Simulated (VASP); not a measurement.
# Si in VASP: single point with PBE

Aim: the single point of Si with PBE.

Program: VASP 6.6.1. These are calculated values, not measurements. Logs are shortened: lines on timing, memory, paths and dates and some standing lists are left out, and cuts for length are marked.

## (1) The cell of the first run

The cell holds a slab with vacuum, 10 atoms: a = 3.868 Å, b = 3.868 Å, c = 27.422 Å, α = 90.00°, β = 90.00°, γ = 120.00°.

## (2) Single point, PBE

The input, INCAR:

```
PREC = Accurate ; ENCUT = 400
EDIFF = 1E-6 ; ISMEAR = 0
SIGMA = 0.03 ; LREAL = F
LASPH = T ; NELM = 120
ALGO = Normal ; ISIF = 2
LWAVE = F ; LCHARG = F
LDIPOL = T ; IDIPOL = 3
DIPOL = 0.5 0.5 0.500 ; GGA = PE
NBANDS = 31 ; GGA_COMPAT = F
NELMDL = -8
```

The input, KPOINTS:

```
Automatic mesh
0
Gamma
  9 9 1
```

The input, POSCAR:

```
Si
1.0
    3.8678263321     -0.0000000290      0.0000000000
   -1.9339131409      3.3496358756      0.0000000000
    0.0000000000      0.0000000000     27.4217460948
Si
10
Direct
    0.0000000000      0.0000000000      0.2609789844
    0.6666666667      0.3333333333      0.2838719122
    0.6666666667      0.3333333333      0.3709076166
    0.3333333333      0.6666666667      0.3990479239
    0.3333333333      0.6666666667      0.4856622140
    0.0000000000      0.0000000000      0.5143384805
    0.0000000000      0.0000000000      0.6009527545
    0.6666666667      0.3333333333      0.6290931191
    0.6666666667      0.3333333333      0.7161288555
    0.3333333333      0.6666666667      0.7390218060
```

Potentials or basis: VASP PAW PBE potentials, release 64 (Si).

On the command line:

```bash
$ cat potpaw_PBE.64/Si/POTCAR > POTCAR
$ mpirun -np 1 vasp_std > vasp.out
```

OUTCAR:

```text
PREC = Accurate
   ENCUT = 400
   EDIFF = 1E-6
   ISMEAR = 0
   LREAL = F
   LASPH = T
   NELM = 120
   ISIF = 2
   GGA = PE
   NELMDL = -8

 ion  position               nearest neighbor table
   1  0.000  0.000  0.261-   2 2.32   2 2.32   2 2.32
   2  0.667  0.333  0.284-   1 2.32   1 2.32   1 2.32   3 2.39
   3  0.667  0.333  0.371-   4 2.36   4 2.36   4 2.36   2 2.39
   4  0.333  0.667  0.399-   3 2.36   3 2.36   3 2.36   5 2.38
   5  0.333  0.667  0.486-   6 2.37   6 2.37   6 2.37   4 2.38
   6  0.000  0.000  0.514-   5 2.37   5 2.37   5 2.37   7 2.38
   7  0.000  0.000  0.601-   8 2.36   8 2.36   8 2.36   6 2.38
   8  0.667  0.333  0.629-   7 2.36   7 2.36   7 2.36   9 2.39
   9  0.667  0.333  0.716-  10 2.32  10 2.32  10 2.32   8 2.39
  10  0.333  0.667  0.739-   9 2.32   9 2.32   9 2.32

  LATTYP: Found a hexagonal cell.
 ALAT       =     3.8678263321
 C/A-ratio  =     7.0897045887

  Lattice vectors:

 A1 = (   3.8678263321,  -0.0000000290,   0.0000000000)
 A2 = (  -1.9339131409,   3.3496358756,   0.0000000000)
 A3 = (   0.0000000000,   0.0000000000,  27.4217460948)

Analysis of symmetry for initial positions (statically):
=====================================================================
 Subroutine PRICEL returns:
 Original cell was already a primitive cell.

 Routine SETGRP: Setting up the symmetry group for a
 hexagonal supercell.

 Subroutine GETGRP returns: Found 12 space group operations
 (whereof  6 operations were pure point group operations)
 out of a pool of 24 trial point group operations.

The static configuration has the point symmetry C_3v.
 The point group associated with its full space group is D_3d.

Analysis of symmetry for dynamics (positions and initial velocities):
=====================================================================
 Subroutine PRICEL returns:
 Original cell was already a primitive cell.

 Routine SETGRP: Setting up the symmetry group for a
 hexagonal supercell.

 Subroutine GETGRP returns: Found 12 space group operations
 (whereof  6 operations were pure point group operations)
 out of a pool of 24 trial point group operations.

The dynamic configuration has the point symmetry C_3v.
 The point group associated with its full space group is D_3d.

 Subroutine INISYM returns: Found 12 space group operations
 (whereof  6 operations are pure point group operations),
 and found     1 'primitive' translations

----------------------------------------------------------------------------------------

                                     Primitive cell

  volume of cell :     355.2709

  direct lattice vectors                    reciprocal lattice vectors
     3.867826332 -0.000000029  0.000000000     0.258543150  0.149269955  0.000000000
    -1.933913141  3.349635876  0.000000000     0.000000002  0.298539913  0.000000000
     0.000000000  0.000000000 27.421746095     0.000000000  0.000000000  0.036467408

  length of vectors
     3.867826332  3.867826332 27.421746095     0.298539913  0.298539913  0.036467408

  position of ions in fractional coordinates (direct lattice)
     0.000000000  0.000000000  0.260978984
     0.666666667  0.333333333  0.283871912
     0.666666667  0.333333333  0.370907617
     0.333333333  0.666666667  0.399047924
     0.333333333  0.666666667  0.485662214
     0.000000000  0.000000000  0.514338481
     0.000000000  0.000000000  0.600952754
     0.666666667  0.333333333  0.629093119
     0.666666667  0.333333333  0.716128856
     0.333333333  0.666666667  0.739021806

  ion indices of the primitive-cell ions
   primitive index   ion index
                 1           1
                 2           2
                 3           3
                 4           4
                 5           5
                 6           6
                 7           7
                 8           8
                 9           9
                10          10

----------------------------------------------------------------------------------------

 KPOINTS: Automatic mesh

Automatic generation of k-mesh.
 Grid dimensions read from file:
 generate k-points for:    9    9    1

 Generating k-lattice:

  Cartesian coordinates                     Fractional coordinates (reciprocal lattice)
     0.028727017  0.016585551  0.000000000     0.111111111  0.000000000  0.000000000
     0.000000000  0.033171101  0.000000000     0.000000000  0.111111111  0.000000000
     0.000000000  0.000000000  0.036467408     0.000000000  0.000000000  1.000000000

  Length of vectors
     0.033171101  0.033171101  0.036467408

  Shift w.r.t. Gamma in fractional coordinates (k-lattice)
     0.000000000  0.000000000  0.000000000

 Subroutine IBZKPT returns following result:
 ===========================================

 Found     12 irreducible k-points:

 Following reciprocal coordinates:
            Coordinates               Weight
  0.000000  0.000000  0.000000      1.000000
  0.111111  0.000000  0.000000      6.000000
  0.222222  0.000000  0.000000      6.000000
  0.333333  0.000000  0.000000      6.000000
  0.444444  0.000000  0.000000      6.000000
  0.111111  0.111111  0.000000      6.000000
  0.222222  0.111111  0.000000     12.000000
  0.333333  0.111111  0.000000     12.000000
  0.444444  0.111111  0.000000      6.000000
  0.222222  0.222222  0.000000      6.000000
  0.333333  0.222222  0.000000     12.000000
  0.333333  0.333333  0.000000      2.000000
   k-points           NKPTS =     12   k-points in BZ     NKDIM =     12   number of bands    NBANDS=     31
   number of dos      NEDOS =    301   number of ions     NIONS =     10
   total plane-waves  NPLWV = 141120
   dimension x,y,z NGX =    28 NGY =   28 NGZ =  180
   dimension x,y,z NGXF=    56 NGYF=   56 NGZF=  360
   ions per type =              10
   NGX,Y,Z   is equivalent  to a cutoff of  12.03, 12.03, 10.91 a.u.
   NGXF,Y,Z  is equivalent  to a cutoff of  24.07, 24.07, 21.83 a.u.
 SYSTEM =  unknown system
   PREC   = accura    normal or accurate (medium, high low for compatibility)
   ISTART =      0    job   : 0-new  1-cont  2-samecut
   ICHARG =      2    charge: 1-file 2-atom 10-const
   ISPIN  =      1    spin polarized calculation?
   LNONCOLLINEAR =      F non collinear calculations
   LSORBIT =      F    spin-orbit coupling
   LASPH  =      T    aspherical Exc in radial PAW
   ENCUT  =  400.0 eV  29.40 Ry    5.42 a.u.   6.31  6.31 44.72*2*pi/ulx,y,z
   NELM   =    120;   NELMIN=  2; NELMDL= -8     # of ELM steps
   EDIFF  = 0.1E-05   stopping-criterion for ELM
   LREAL  =      F    real-space projection
   EDIFFG = 0.1E-04   stopping-criterion for IOM
   NSW    =      0    number of steps for IOM
   IBRION =     -1    ionic relax: 0-MD 1-quasi-New 2-CG
   NFREE  =      0    steps in history (QN), initial steepest desc. (CG)
   ISIF   =      2    stress and relaxation
   ISYM   =      2    0-nonsym 1-usesym 2-fastsym
   POTIM  = 0.5000    time-step for ionic-motion
   TEBEG  =    0.0;   TEEND  =   0.0 temperature during run
   PSTRESS=    0.0 pullay stress
   NELECT =      40.0000    total number of electrons
   NUPDOWN=      -1.0000    fix difference up-down
   EMIN   =  10.00;   EMAX   =-10.00  energy-range for DOS
   EFERMI =   0.00;   METHOD = LEGACY
   ISMEAR =     0;   SIGMA  =   0.03  broadening in eV -4-tet -1-fermi 0-gaus
   EFERMI_NEDOS =   21; number of points for ismear=-14 and -15
   IALGO  =     38    algorithm
   IMIX   =      4    mixing-type and parameters
     AMIX     =   0.40;   BMIX     =  1.00
     AMIX_MAG =   1.60;   BMIX_MAG =  1.00
  volume/ion in A,a.u.               =      35.53       239.75
  Fermi-wavevector in a.u.,A,eV,Ry     =   0.790512  1.493850  8.502399  0.624909
  Thomas-Fermi vector in A             =   1.895868
   LORBIT       =      0    0 simple, 1 ext, 2 COOP (PROOUT), +10 PAW based schemes
   GGA     = PE    functional components
   LHFCALC =     F    Hartree Fock is set to
   AEXX    =    0.0000 exact exchange contribution
   IVDW    =     0    specifies the selected vdW correction
   LEPSILON=     F    determine dielectric tensor
   LRPA    =     F    only Hartree local field effects (RPA)
 non-spin polarized calculation
 Gauss-broadening in eV      SIGMA  =   0.03
  energy-cutoff  :      400.00
  volume of cell :      355.27
 maximum number of plane-waves:      6485
 NGX is ok and might be reduce to    28
   NGX = 13   NGY = 13   NGZ = 89

 dipolmoment           0.000000      0.000000     -0.000000 electrons x Angstroem

 number of electron      40.0000000 magnetization

 dipolmoment           0.000000      0.000000      0.000033 electrons x Angstroem

 Free energy of the ion-electron system (eV)
  ---------------------------------------------------
  ext. energy  EPLUGINS =         0.00000000
  ---------------------------------------------------
  free energy    TOTEN  =       -51.69477541 eV

  energy without entropy =      -51.69047619  energy(sigma->0) =      -51.69262580

 E-fermi :   1.3689     XC(G=0):  -5.8550

 val. band max:        1.3383801030   @ k =   0.2222   0.2222   0.0000
 cond. band min:       1.3767169834   @ k =   0.3333   0.1111   0.0000
 fundamental gap:      0.0383368804
 Fermi energy:         1.3688582941

 k-point     1 :       0.0000    0.0000    0.0000
  band No.  band energies     occupation
      1     -10.5989      2.00000
      2     -10.2847      2.00000
      3      -9.7837      2.00000
      4      -9.1226      2.00000
      5      -8.5831      2.00000
      6      -5.1663      2.00000
[... 23 lines left out ...]
     30       4.4007      0.00000
     31       4.5134      0.00000
[... 343 lines left out ...]
      1      -7.4938      2.00000
      2      -7.4937      2.00000
      3      -7.4878      2.00000
      4      -7.4829      2.00000
      5      -6.2047      2.00000
      6      -6.2043      2.00000
[... 23 lines left out ...]
     30       6.5574      0.00000
     31       6.9530      0.00000

------------------------ aborting loop because EDIFF is reached ----------------------------------------

 vacuum level on the upper side and lower side of the slab       (xc-potential included)        -0.096        -0.096

  FORCE on cell =-STRESS in cart. coord.  units (eV):
  Direction    XX          YY          ZZ          XY          YZ          ZX
  --------------------------------------------------------------------------------------
  -------------------------------------------------------------------------------------
  Total        1.0550994      1.0550994     -0.0391183      0.0000000      0.0000000      0.0000000
  in kB        4.7582175      4.7582175     -0.1764132      0.0000000      0.0000000      0.0000000
  external PRESSURE =       3.1133406 kB  Pullay stress =       0.0000000 kB

 VOLUME and BASIS-vectors are now :
 -----------------------------------------------------------------------------
  energy-cutoff  :      400.00
  volume of cell :      355.27
      direct lattice vectors                 reciprocal lattice vectors
     3.867826332 -0.000000029  0.000000000     0.258543150  0.149269955  0.000000000
    -1.933913141  3.349635876  0.000000000     0.000000002  0.298539913  0.000000000
     0.000000000  0.000000000 27.421746095     0.000000000  0.000000000  0.036467408

 POSITION                                       TOTAL-FORCE (eV/Angst)
 -----------------------------------------------------------------------------------
      0.00000      0.00000      7.15650        -0.000000      0.000000      0.004000
      1.93391      1.11655      7.78426         0.000000     -0.000000     -0.002655
      1.93391      1.11655     10.17093         0.000000     -0.000000     -0.009192
      0.00000      2.23309     10.94259         0.000000     -0.000000      0.009076
      0.00000      2.23309     13.31771         0.000000     -0.000000      0.000071
      0.00000      0.00000     14.10406        -0.000000     -0.000000     -0.000071
      0.00000      0.00000     16.47917        -0.000000      0.000000     -0.009076
      1.93391      1.11655     17.25083        -0.000000      0.000000      0.009192
      1.93391      1.11655     19.63750        -0.000000      0.000000      0.002655
      0.00000      2.23309     20.26527         0.000000     -0.000000     -0.004000
 -----------------------------------------------------------------------------------
    total drift:                               -0.000000      0.000000      0.001601

  FREE ENERGIE OF THE ION-ELECTRON SYSTEM (eV)
  ---------------------------------------------------
  free  energy   TOTEN  =       -51.6947754108 eV

  energy  without entropy=      -51.6904761879  energy(sigma->0) =      -51.69262580

 vacuum level on the upper side and lower side of the slab         5.880         5.879
```

It took 5.3 min on 1 thread of Intel Xeon 8259CL, shared host; peak memory 0.37 GiB.

What came out:

```yaml
Free_energy: -51.6948 eV
Largest_force: 0.009 eV/Å
Band_gap_on_the_k_mesh: zero (band 20 reaches 1.63 eV, above the bottom of band 21 at 1.17 eV)
```

Forces in eV/Å, atoms in the order of the input:
```
Si   0.000  0.000  0.004
Si   0.000  0.000 -0.003
Si   0.000  0.000 -0.009
Si   0.000  0.000  0.009
Si   0.000  0.000  0.000
Si   0.000  0.000  0.000
Si   0.000  0.000 -0.009
Si   0.000  0.000  0.009
Si   0.000  0.000  0.003
Si   0.000  0.000 -0.004
```
